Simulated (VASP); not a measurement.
Input of a VASP 6.6.1 run:

Contents of INCAR:

```
SYSTEM = Al2Si3N
PREC = Accurate ; ENCUT = 520
EDIFF = 1E-6 ; ISMEAR = 0
SIGMA = 0.1 ; LREAL = .FALSE.
LASPH = .TRUE. ; NELM = 60
ALGO = Normal ; ISIF = 2
LWAVE = .FALSE. ; LCHARG = .FALSE.
GGA = PE ; NBANDS = 20
```

KPOINTS

```
Automatic mesh
0
G
  6 6 6
  0 0 0
```

Contents of POSCAR:

```
Al2Si3N
1.0
    2.8748913791      1.6598193116      3.0282347773
   -2.8748913791      1.6598193116      3.0282347773
    0.0000000000     -3.3196386233      3.0282347773
Al Si N
2 3 1
Direct
    0.8676155993      0.8676155993      0.8676155993
    0.1323844007      0.1323844007      0.1323844007
    0.5000000000      0.0000000000      0.5000000000
    0.5000000000      0.5000000000      0.0000000000
    0.0000000000      0.5000000000      0.5000000000
    0.5000000000      0.5000000000      0.5000000000
```

Potentials or basis: VASP PAW PBE potentials, release 64 (Al, Si, N).

Run with:

```bash
$ cat potpaw_PBE.64/Al/POTCAR potpaw_PBE.64/Si/POTCAR potpaw_PBE.64/N/POTCAR > POTCAR
$ mpirun -np 1 vasp_std > vasp.out
```

Question: What does it give for the largest force?

Answer: 0.008 eV/Å.

Question: Estimate the pressure.

Answer: -0.1 GPa.

Stress tensor (GPa, compression positive):
```
-0.19  0.00  0.00
 0.00 -0.19  0.00
 0.00  0.00  0.15
```
